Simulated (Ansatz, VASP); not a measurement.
# One calculation of Ag, two programs

The input INCAR:

```
PREC     = Accurate       # precision mode
ENCUT    = 520            # plane-wave cutoff, eV
EDIFF    = 1E-6           # SCF threshold, eV
ISMEAR   = -1             # smearing method
SIGMA    = 0.05           # smearing width, eV
LREAL    = F              # projectors in reciprocal space
LASPH    = T              # aspherical terms in the spheres
NELM     = 60             # most SCF steps
ALGO     = Normal         # electronic algorithm
ISIF     = 2              # what is computed and relaxed
LWAVE    = F              # write WAVECAR
LCHARG   = F              # write CHGCAR
GGA      = B5             # functional
ALDAX    = 1.0          
AGGAX    = 1.0          
AGGAC    = 1.0          
ALDAC    = 0.0          
NBANDS   = 12             # bands
```

The input KPOINTS:

```
regular mesh
0
Gamma
  6 6 6
```

The input POSCAR:

```
Ag
1.0
    0.0000000000      2.0427500000      2.0427500000
    2.0427500000      0.0000000000      2.0427500000
    2.0427500000      2.0427500000      0.0000000000
Ag
1
Direct
    0.0000000000      0.0000000000      0.0000000000
```

The input input.yaml:

```yaml
crystal:
  lattice:
    - [0.0, 2.04275, 2.04275]
    - [2.04275, 0.0, 2.04275]
    - [2.04275, 2.04275, 0.0]
  atoms:
    - { symbol: Ag, position: [0.0, 0.0, 0.0] }
hamiltonian:
  xc: blyp
  pseudopotentials: { kind: paw }
kpoints:
  mp_grid: { grid: [6, 6, 6] }
scf:
  occupations: { method: fermi_dirac, width: 0.05 }
  n_extra_bands: 6
output:
  forces: true
  stress: true
  eigenvalues: true
  dos: { projected: true, de: 0.05, nscf_kmesh: { grid: [9, 9, 9] } }
```

Alike in both runs: functional BLYP; k mesh 6 × 6 × 6; occupations fermi-dirac, width 0.05 eV; no spin polarisation.

|  | VASP | Ansatz |
| --- | --- | --- |
| version | VASP 6.6.1 | Ansatz 0.2.0 |
| potentials or method | VASP PAW PBE potentials, release 64 (Ag) | Ansatz PAW |
| plane-wave cutoff (eV) | 520 | 420 |
| valence electrons in the cell | 11 | 19 |
| task | single point | projected density of states |

```csv
,VASP,Ansatz,Ansatz less VASP
gap on the k mesh at the Fermi level (eV),none,none,-
pressure (GPa),13.1,13.0,-0.16
```

VASP's potentials were made for PBE, not for BLYP. A gap of «none» marks a metal or a gap that the smearing closes. VASP's potentials hold 11 valence electrons a cell and Ansatz's 19, so a difference there can come from the potentials and not from the codes.

The k mesh is coarse, so the values compare programs but aren't converged.
